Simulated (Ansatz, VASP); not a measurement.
# KI: VASP beside Ansatz

```
CELL_PARAMETERS angstrom
0.00000 3.52455 3.52455
3.52455 0.00000 3.52455
3.52455 3.52455 0.00000
ATOMIC_POSITIONS crystal
K 0.98298 0.01702 0.01702
I 0.50000 0.50000 0.50000
```

Alike in both runs: task single point; functional PBE; k mesh 8 × 8 × 8; occupations fermi-dirac, width 0.01 eV; no spin polarisation.

|  | VASP | Ansatz |
| --- | --- | --- |
| version | VASP 6.6.1 | Ansatz 0.2.0 |
| potentials or method | VASP PAW PBE potentials, release 64 (K_sv, I), cutoff 520 eV | all-electron LAPW, scalar-relativistic |

Ansatz gave:

| Quantity | Value |
| --- | --- |
| gap on the k mesh at the Fermi level (eV) | 3.99 |
| pressure (GPa) | 0.7 |
| traceless stress, the component that is largest in VASP (GPa) | 0.15 |
| rms of the force components (eV/Å) | 0.080 |

Problem. Estimate VASP's values.

Solution. gap on the k mesh at the Fermi level (eV): 3.98; pressure (GPa): 0.8; traceless stress, the component that is largest in VASP (GPa): 0.15; rms of the force components (eV/Å): 0.081.

Atom by atom the forces differ by 0.001 eV/Å (rms over components). Ansatz ran all-electron here, and VASP with PAW potentials.

Neither program's run includes spin-orbit coupling.
